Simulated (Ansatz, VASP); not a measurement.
ZnO in VASP and in Ansatz

File INCAR:

```
PREC = Accurate ; ENCUT = 520
EDIFF = 1E-6 ; ISMEAR = 0
SIGMA = 0.05 ; LREAL = False
LASPH = True ; NELM = 100
ALGO = Normal ; ISIF = 2
LWAVE = False ; LCHARG = True
GGA = PS ; LELF = True
LVHAR = True ; NBANDS = 26
```

File KPOINTS:

```
regular mesh
0
Gamma
  9 9 6
```

The input POSCAR:

```
ZnO
1.0
    3.1754479730      0.0000000000      0.0000000000
   -1.5877239865      2.7500186130      0.0000000000
    0.0000000000      0.0000000000      5.3992141884
Zn O
2 2
Direct
    0.3333333333      0.6666666667      0.0015754469
    0.6666666667      0.3333333333      0.5015754469
    0.3333333333      0.6666666667      0.3352736727
    0.6666666667      0.3333333333      0.8352736727
```

Input for Ansatz:

```yaml
crystal:
  lattice:
    - [3.175447973, 0.0, 0.0]
    - [-1.5877239865, 2.750018613, 0.0]
    - [0.0, 0.0, 5.3992141884]
  atoms:
    - { symbol: Zn, position: [0.3333333333, 0.6666666667, 0.0015754469] }
    - { symbol: Zn, position: [0.6666666667, 0.3333333333, 0.5015754469] }
    - { symbol: O, position: [0.3333333333, 0.6666666667, 0.3352736727] }
    - { symbol: O, position: [0.6666666667, 0.3333333333, 0.8352736727] }
basis:
  ecutwfc: 520.0
kpoints:
  mp_grid: { grid: [9, 9, 6] }
hamiltonian:
  xc: pbesol
  pseudopotentials: { kind: paw, azcp: { folder: soft_1 } }
scf:
  occupations: { method: gaussian, width: 0.05 }
output:
  forces: true
  stress: true
  eigenvalues: true
```

Alike in both runs: task single point; functional PBEsol; k mesh 9 × 9 × 6; occupations gaussian, width 0.05 eV; no spin polarisation.

|  | VASP | Ansatz |
| --- | --- | --- |
| version | VASP 6.6.1 | Ansatz 0.2.0 |
| potentials or method | VASP PAW PBE potentials, release 64 (Zn, O), cutoff 520 eV | scalar-relativistic, plane waves, PAW |
| valence electrons in the cell | 36 | 36 |

VASP gave:

```
gap on the k mesh at the Fermi level (eV)                     : 0.78
least direct gap on the mesh (eV)                             : 0.78
pressure (GPa)                                                : 2.5
traceless stress, the component that is largest in VASP (GPa) : 11.98
rms of the force components (eV/Å)                            : 1.230
```

Problem. Which values does Ansatz return?

Solution. gap on the k mesh at the Fermi level (eV): 0.79; least direct gap on the mesh (eV): 0.79; pressure (GPa): 1.7; traceless stress, the component that is largest in VASP (GPa): 11.15; rms of the force components (eV/Å): 1.187.

VASP's potentials were made for PBE, not for PBEsol, and Ansatz warns of the same on its side. Atom by atom the forces differ by 0.043 eV/Å (rms over components).
